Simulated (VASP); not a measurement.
# KBr (P6_3mc) in VASP: further runs

Aim: see how the results for KBr move with the level of theory and the settings. Levels: PBEsol, r2SCAN+rVV10. Tasks: single point.

All numbers are computed with VASP 6.6.1; they aren't measurements. Logs are shortened: lines on timing, memory, paths and dates and some standing lists are left out, and cuts for length are marked.

## (1) The cell of the first run

Symmetry: P6_3mc, No. 186, hexagonal system. Conventional cell: a = 5.507 Å, b = 5.507 Å, c = 12.945 Å, α = 90.00°, β = 90.00°, γ = 120.00°. Within 4.2 Å of K (site symmetry 3m) lie 5 Br at 3.18 to 3.24 Å. Within 4.2 Å of K (site symmetry 3m) lie 4 Br at 3.18 to 3.24 Å. Within 4.2 Å of Br (site symmetry 3m) lie 5 K at 3.18 to 3.24 Å. Within 4.2 Å of Br (site symmetry 3m) lie 4 K at 3.18 to 3.24 Å.

## (2) Single point, PBEsol

Input file INCAR:

```
SYSTEM = KBr
PREC = Accurate
ENCUT = 520
EDIFF = 1E-6
ISMEAR = -1
SIGMA = 0.03
LREAL = .False.
LASPH = .True.
NELM = 80
ALGO = Normal
ISIF = 2
LWAVE = .False.
LCHARG = .True.
GGA = PS
LELF = .True.
LVHAR = .True.
NBANDS = 42
```

Input file KPOINTS:

```
regular mesh
0
Gamma
  6 6 2
  0 0 0
```

Input file POSCAR:

```
KBr
1.0
    5.5067223342      0.0000000000      0.0000000000
   -2.7533611671      4.7689614330      0.0000000000
    0.0000000000      0.0000000000     12.9449931766
K Br
4 4
Direct
    0.0000000000      0.0000000000     -0.0335183084
    0.3333333333      0.6666666667      0.2208009621
    0.0000000000      0.0000000000      0.4664816916
    0.6666666667      0.3333333333      0.7208009621
    0.0000000000      0.0000000000      0.2168031984
    0.3333333333      0.6666666667      0.4709141479
    0.0000000000      0.0000000000      0.7168031984
    0.6666666667      0.3333333333      0.9709141479
```

Potentials or basis: VASP PAW PBE potentials, release 64 (K_sv, Br).

Run with:

```bash
$ cat potpaw_PBE.64/K_sv/POTCAR potpaw_PBE.64/Br/POTCAR > POTCAR
$ mpirun -np 1 vasp_std > vasp.out
```

OUTCAR:

```text
SYSTEM = KBr
   PREC = Accurate
   ENCUT = 520
   EDIFF = 1E-6
   ISMEAR = -1
   LREAL = .False.
   LASPH = .True.
   NELM = 80
   ISIF = 2
   GGA = PS

 ion  position               nearest neighbor table
   1  0.000  0.000  0.966-   8 3.18   8 3.18   8 3.18   7 3.23   5 3.24
   2  0.333  0.667  0.221-   5 3.18   5 3.18   5 3.18   6 3.24
   3  0.000  0.000  0.466-   6 3.18   6 3.18   6 3.18   5 3.23   7 3.24
   4  0.667  0.333  0.721-   7 3.18   7 3.18   7 3.18   8 3.24
   5  0.000  0.000  0.217-   2 3.18   2 3.18   2 3.18   3 3.23   1 3.24
   6  0.333  0.667  0.471-   3 3.18   3 3.18   3 3.18   2 3.24
   7  0.000  0.000  0.717-   4 3.18   4 3.18   4 3.18   1 3.23   3 3.24
   8  0.667  0.333  0.971-   1 3.18   1 3.18   1 3.18   4 3.24

  LATTYP: Found a hexagonal cell.
 ALAT       =     5.5067223342
 C/A-ratio  =     2.3507619217

  Lattice vectors:

 A1 = (   5.5067223342,   0.0000000000,   0.0000000000)
 A2 = (  -2.7533611671,   4.7689614330,   0.0000000000)
 A3 = (   0.0000000000,   0.0000000000,  12.9449931766)

Analysis of symmetry for initial positions (statically):
=====================================================================
 Subroutine PRICEL returns:
 Original cell was already a primitive cell.

 Routine SETGRP: Setting up the symmetry group for a
 hexagonal supercell.

 Subroutine GETGRP returns: Found 12 space group operations
 (whereof  6 operations were pure point group operations)
 out of a pool of 24 trial point group operations.

The static configuration has the point symmetry C_3v.
 The point group associated with its full space group is C_6v.

Analysis of symmetry for dynamics (positions and initial velocities):
=====================================================================
 Subroutine PRICEL returns:
 Original cell was already a primitive cell.

 Routine SETGRP: Setting up the symmetry group for a
 hexagonal supercell.

 Subroutine GETGRP returns: Found 12 space group operations
 (whereof  6 operations were pure point group operations)
 out of a pool of 24 trial point group operations.

The dynamic configuration has the point symmetry C_3v.
 The point group associated with its full space group is C_6v.

 Subroutine INISYM returns: Found 12 space group operations
 (whereof  6 operations are pure point group operations),
 and found     1 'primitive' translations

[... 97 lines left out ...]
   EDIFFG = 0.1E-04   stopping-criterion for IOM
   NSW    =      0    number of steps for IOM
   IBRION =     -1    ionic relax: 0-MD 1-quasi-New 2-CG
   NFREE  =      0    steps in history (QN), initial steepest desc. (CG)
   ISIF   =      2    stress and relaxation
   ISYM   =      2    0-nonsym 1-usesym 2-fastsym
   POTIM  = 0.5000    time-step for ionic-motion
   TEBEG  =    0.0;   TEEND  =   0.0 temperature during run
   PSTRESS=    0.0 pullay stress
   NELECT =      64.0000    total number of electrons
   NUPDOWN=      -1.0000    fix difference up-down
   EMIN   =  10.00;   EMAX   =-10.00  energy-range for DOS
   EFERMI =   0.00;   METHOD = LEGACY
   ISMEAR =    -1;   SIGMA  =   0.03  broadening in eV -4-tet -1-fermi 0-gaus
   EFERMI_NEDOS =   21; number of points for ismear=-14 and -15
   IALGO  =     38    algorithm
   IMIX   =      4    mixing-type and parameters
     AMIX     =   0.40;   BMIX     =  1.00
     AMIX_MAG =   1.60;   BMIX_MAG =  1.00
  volume/ion in A,a.u.               =      42.49       286.76
  Fermi-wavevector in a.u.,A,eV,Ry     =   0.938272  1.773076 11.977937  0.880354
  Thomas-Fermi vector in A             =   2.065467
   LORBIT       =      0    0 simple, 1 ext, 2 COOP (PROOUT), +10 PAW based schemes
   GGA     = PS    functional components
   LHFCALC =     F    Hartree Fock is set to
   AEXX    =    0.0000 exact exchange contribution
   IVDW    =     0    specifies the selected vdW correction
   LEPSILON=     F    determine dielectric tensor
   LRPA    =     F    only Hartree local field effects (RPA)
 non-spin polarized calculation
  energy-cutoff  :      520.00
  volume of cell :      339.95
 maximum number of plane-waves:      9180
 NGX is ok and might be reduce to    42
   NGX = 21   NGY = 21   NGZ = 49

 number of electron      64.0000004 magnetization

 Free energy of the ion-electron system (eV)
  ---------------------------------------------------
  ext. energy  EPLUGINS =         0.00000000
  ---------------------------------------------------
  free energy    TOTEN  =       -25.12096959 eV

  energy without entropy =      -25.12096959  energy(sigma->0) =      -25.12096959

 E-fermi :  -1.6858     XC(G=0):  -6.6868

 val. band max:       -2.3190007932   @ k =   0.0000   0.0000   0.0000
 cond. band min:       1.6886445508   @ k =   0.0000   0.0000   0.0000
 fundamental gap:      4.0076453440
 Fermi energy:        -1.6858247927

 k-point     1 :       0.0000    0.0000    0.0000
  band No.  band energies     occupation
      1     -30.3300      2.00000
      2     -30.3300      2.00000
      3     -30.0487      2.00000
      4     -30.0487      2.00000
      5     -14.7975      2.00000
      6     -14.6945      2.00000
[... 619 lines left out ...]
     41       5.7232      0.00000
     42       5.7239      0.00000

------------------------ aborting loop because EDIFF is reached ----------------------------------------

  FORCE on cell =-STRESS in cart. coord.  units (eV):
  Direction    XX          YY          ZZ          XY          YZ          ZX
  --------------------------------------------------------------------------------------
  -------------------------------------------------------------------------------------
  Total        0.1579859      0.1579859      0.0532453      0.0000000      0.0000000      0.0000000
  in kB        0.7445778      0.7445778      0.2509421      0.0000000      0.0000000      0.0000000
  external PRESSURE =       0.5800326 kB  Pullay stress =       0.0000000 kB

 VOLUME and BASIS-vectors are now :
 -----------------------------------------------------------------------------
  energy-cutoff  :      520.00
  volume of cell :      339.95
      direct lattice vectors                 reciprocal lattice vectors
     5.506722334  0.000000000  0.000000000     0.181596227  0.104844631  0.000000000
    -2.753361167  4.768961433  0.000000000     0.000000000  0.209689261  0.000000000
     0.000000000  0.000000000 12.944993177     0.000000000  0.000000000  0.077249944

 POSITION                                       TOTAL-FORCE (eV/Angst)
 -----------------------------------------------------------------------------------
      0.00000      0.00000     12.51110         0.000000     -0.000000      0.000175
     -0.00000      3.17931      2.85827         0.000000     -0.000000     -0.009286
      0.00000      0.00000      6.03860        -0.000000      0.000000      0.000175
      2.75336      1.58965      9.33076        -0.000000      0.000000     -0.009286
      0.00000      0.00000      2.80652        -0.000000     -0.000000      0.001058
     -0.00000      3.17931      6.09598         0.000000      0.000000      0.008052
      0.00000      0.00000      9.27901         0.000000     -0.000000      0.001058
      2.75336      1.58965     12.56848        -0.000000     -0.000000      0.008052
 -----------------------------------------------------------------------------------
    total drift:                                0.000000      0.000000     -0.000407

  FREE ENERGIE OF THE ION-ELECTRON SYSTEM (eV)
  ---------------------------------------------------
  free  energy   TOTEN  =       -25.1209695919 eV

  energy  without entropy=      -25.1209695918  energy(sigma->0) =      -25.12096959
```

OSZICAR:

```text
N       E                     dE             d eps       ncg     rms          rms(c)
DAV:   1     0.493183964707E+03    0.49318E+03   -0.26724E+04  1176   0.128E+03
DAV:   2     0.208736111910E+02   -0.47231E+03   -0.45623E+03  1548   0.329E+02
DAV:   3    -0.247177614722E+02   -0.45591E+02   -0.45440E+02  1672   0.865E+01
DAV:   4    -0.260385635766E+02   -0.13208E+01   -0.13179E+01  1744   0.161E+01
DAV:   5    -0.261349175161E+02   -0.96354E-01   -0.96338E-01  1840   0.265E+00    0.647E+00
DAV:   6    -0.251619856252E+02    0.97293E+00   -0.16084E+00  1398   0.376E+00    0.464E+00
DAV:   7    -0.250481715943E+02    0.11381E+00   -0.96649E-01  1408   0.312E+00    0.224E+00
DAV:   8    -0.251059295414E+02   -0.57758E-01   -0.16020E-01  1496   0.173E+00    0.558E-01
DAV:   9    -0.251070291206E+02   -0.10996E-02   -0.73315E-03  1512   0.354E-01    0.242E-01
DAV:  10    -0.251191844858E+02   -0.12155E-01   -0.86843E-03  1216   0.340E-01    0.567E-02
DAV:  11    -0.251202909018E+02   -0.11064E-02   -0.72373E-04  1664   0.925E-02    0.367E-02
DAV:  12    -0.251209371536E+02   -0.64625E-03   -0.62777E-04  1222   0.872E-02    0.126E-02
DAV:  13    -0.251209543817E+02   -0.17228E-04   -0.24594E-05  1672   0.175E-02    0.771E-03
DAV:  14    -0.251209666294E+02   -0.12248E-04   -0.11781E-05  1044   0.129E-02    0.286E-03
DAV:  15    -0.251209688840E+02   -0.22546E-05   -0.19370E-06  1120   0.532E-03    0.220E-03
DAV:  16    -0.251209695919E+02   -0.70787E-06   -0.33484E-07   836   0.280E-03
   1 F= -.25120970E+02 E0= -.25120970E+02  d E =-.425176E-10
```

stdout:

```text
POSCAR found type information on POSCAR K Br
 POSCAR found :  2 types and       8 ions
 scaLAPACK will be used
 -----------------------------------------------------------------------------
|                                                                             |
|                                                                             |
|     You enforced a specific xc type in the INCAR file but a different       |
|     I HOPE YOU KNOW WHAT YOU ARE DOING!                                     |
|                                                                             |
 -----------------------------------------------------------------------------

 LDA part: xc-table for (Slater+PW92), standard interpolation
 POSCAR, INCAR and KPOINTS ok, starting setup
 FFT: planning ... GRIDC
 FFT: planning ... GRID_SOFT
 FFT: planning ... GRID
 WAVECAR not read
 entering main loop
```

Run time: 2.3 min. Hardware: 1 thread of Intel Xeon 6975P-C (Granite Rapids), shared host; peak memory 0.48 GiB.

Results:

```
Free energy            : -25.1210 eV
Pressure               : 0.1 GPa
Largest force          : 0.009 eV/Å
Band gap on the k mesh : 4.01 eV
```

Forces in eV/Å, atoms in the order of the input:
```
K    0.000  0.000  0.000
K    0.000  0.000 -0.009
K    0.000  0.000  0.000
K    0.000  0.000 -0.009
Br   0.000  0.000  0.001
Br   0.000  0.000  0.008
Br   0.000  0.000  0.001
Br   0.000  0.000  0.008
```

Caveat: the PAW data sets were made with another functional, which shifts forces and pressure a little. A k mesh can miss the band edges.

## (3) Single point, r2SCAN+rVV10

This run uses another cell than the first one, of 41.95 Å³/atom.

Input file POSCAR:

```
KBr
1.0
    5.5112002548      0.0000000000      0.0000000000
   -2.7556001274      4.7728394260      0.0000000000
    0.0000000000      0.0000000000     12.7573192560
K Br
4 4
Direct
    0.0000000000      0.0000000000     -0.0329970959
    0.3333333333      0.6666666667      0.2142403721
    0.0000000000      0.0000000000      0.4670029041
    0.6666666667      0.3333333333      0.7142403721
    0.0000000000      0.0000000000      0.2180089930
    0.3333333333      0.6666666667      0.4757477308
    0.0000000000      0.0000000000      0.7180089930
    0.6666666667      0.3333333333      0.9757477308
```

Input file INCAR.step1:

```
SYSTEM = KBr
ALGO = Normal
EDIFF = 1E-4
ENCUT = 520
GGA = PE
ISMEAR = -1
LASPH = .True.
LCHARG = .False.
LREAL = .False.
LWAVE = .True.
NBANDS = 42
NELM = 100
PREC = Accurate
SIGMA = 0.03
```

Input file INCAR.step2:

```
SYSTEM = KBr
ALGO = Normal
BPARAM = 11.95
CPARAM = 0.0093
EDIFF = 1E-6
ENCUT = 520
ISIF = 2
ISMEAR = -1
ISTART = 1
IVDW_NL = 2
LASPH = .True.
LCHARG = .False.
LMIXTAU = .True.
LREAL = .False.
LUSE_VDW = .True.
LWAVE = .False.
METAGGA = R2SCAN
NBANDS = 42
NELM = 100
PREC = Accurate
SIGMA = 0.03
```

Input file KPOINTS:

```
k-points
0
Gamma
  6 6 2
  0 0 0
```

Potentials or basis: VASP PAW PBE potentials, release 64 (K_sv, Br).

Run with:

```bash
$ cat potpaw_PBE.64/K_sv/POTCAR potpaw_PBE.64/Br/POTCAR > POTCAR
$ cp INCAR.step1 INCAR
$ mpirun -np 1 vasp_std > vasp.out
$ cp INCAR.step2 INCAR
$ mpirun -np 1 vasp_std > vasp.out
```

OUTCAR:

```text
SYSTEM = KBr
   BPARAM = 11.95
   EDIFF = 1E-6
   ENCUT = 520
   ISIF = 2
   ISMEAR = -1
   ISTART = 1
   IVDW_NL = 2
   LASPH = .True.
   LREAL = .False.
   METAGGA = R2SCAN
   NELM = 100
   PREC = Accurate

 ion  position               nearest neighbor table
   1  0.000  0.000  0.967-   7 3.18   8 3.18   8 3.18   8 3.18   5 3.20
   2  0.333  0.667  0.214-   5 3.18   5 3.18   5 3.18
   3  0.000  0.000  0.467-   5 3.18   6 3.18   6 3.18   6 3.18   7 3.20
   4  0.667  0.333  0.714-   7 3.18   7 3.18   7 3.18
   5  0.000  0.000  0.218-   3 3.18   2 3.18   2 3.18   2 3.18   1 3.20
   6  0.333  0.667  0.476-   3 3.18   3 3.18   3 3.18
   7  0.000  0.000  0.718-   1 3.18   4 3.18   4 3.18   4 3.18   3 3.20
[... 835 lines left out ...]
  in kB        0.3030638      0.3030638      0.3667405      0.0000000     -0.0000000      0.0000000
  external PRESSURE =       0.3242894 kB  Pullay stress =       0.0000000 kB

 VOLUME and BASIS-vectors are now :
 -----------------------------------------------------------------------------
  energy-cutoff  :      520.00
  volume of cell :      335.57
      direct lattice vectors                 reciprocal lattice vectors
     5.511200255  0.000000000  0.000000000     0.181448678  0.104759443  0.000000000
    -2.755600127  4.772839426  0.000000000     0.000000000  0.209518886  0.000000000
     0.000000000  0.000000000 12.757319256     0.000000000  0.000000000  0.078386374

 POSITION                                       TOTAL-FORCE (eV/Angst)
 -----------------------------------------------------------------------------------
      0.00000      0.00000     12.33636         0.000000      0.000000     -0.005195
     -0.00000      3.18189      2.73313         0.000000      0.000000     -0.002889
      0.00000      0.00000      5.95771         0.000000      0.000000     -0.005195
      2.75560      1.59095      9.11179         0.000000      0.000000     -0.002889
      0.00000      0.00000      2.78121        -0.000000      0.000000      0.005463
     -0.00000      3.18189      6.06927         0.000000      0.000000      0.002621
      0.00000      0.00000      9.15987         0.000000      0.000000      0.005463
      2.75560      1.59095     12.44793        -0.000000     -0.000000      0.002621
 -----------------------------------------------------------------------------------
    total drift:                               -0.000000     -0.000000      0.012200

  FREE ENERGIE OF THE ION-ELECTRON SYSTEM (eV)
  ---------------------------------------------------
  free  energy   TOTEN  =       -89.9302057959 eV

  energy  without entropy=      -89.9302057959  energy(sigma->0) =      -89.93020580
```

OUTCAR.step1:

```text
SYSTEM = KBr
   EDIFF = 1E-4
   ENCUT = 520
   GGA = PE
   ISMEAR = -1
   LASPH = .True.
   LREAL = .False.
   NELM = 100
[... 862 lines left out ...]
     -0.00000      3.18189      6.06927        -0.000000      0.000000      0.003186
      0.00000      0.00000      9.15987         0.000000     -0.000000     -0.003109
      2.75560      1.59095     12.44793         0.000000     -0.000000      0.003186
 -----------------------------------------------------------------------------------
    total drift:                               -0.000000     -0.000000      0.002923

  FREE ENERGIE OF THE ION-ELECTRON SYSTEM (eV)
  ---------------------------------------------------
  free  energy   TOTEN  =       -24.1939539850 eV

  energy  without entropy=      -24.1939539850  energy(sigma->0) =      -24.19395398
```

Run time: 10 min. Hardware: 1 thread of Intel Xeon 6975P-C (Granite Rapids), shared host; peak memory 1.1 GiB.

What came out:

```yaml
Free_energy: -89.9302 eV
Pressure: 0.0 GPa
Largest_force: 0.005 eV/Å
Band_gap_on_the_k_mesh: 4.46 eV
```

Forces in eV/Å, atoms in the order of the input:
```
K    0.000  0.000 -0.005
K    0.000  0.000 -0.003
K    0.000  0.000 -0.005
K    0.000  0.000 -0.003
Br   0.000  0.000  0.005
Br   0.000  0.000  0.003
Br   0.000  0.000  0.005
Br   0.000  0.000  0.003
```

Caveat: the PAW data sets were made with another functional, which shifts forces and pressure a little. A k mesh can miss the band edges.
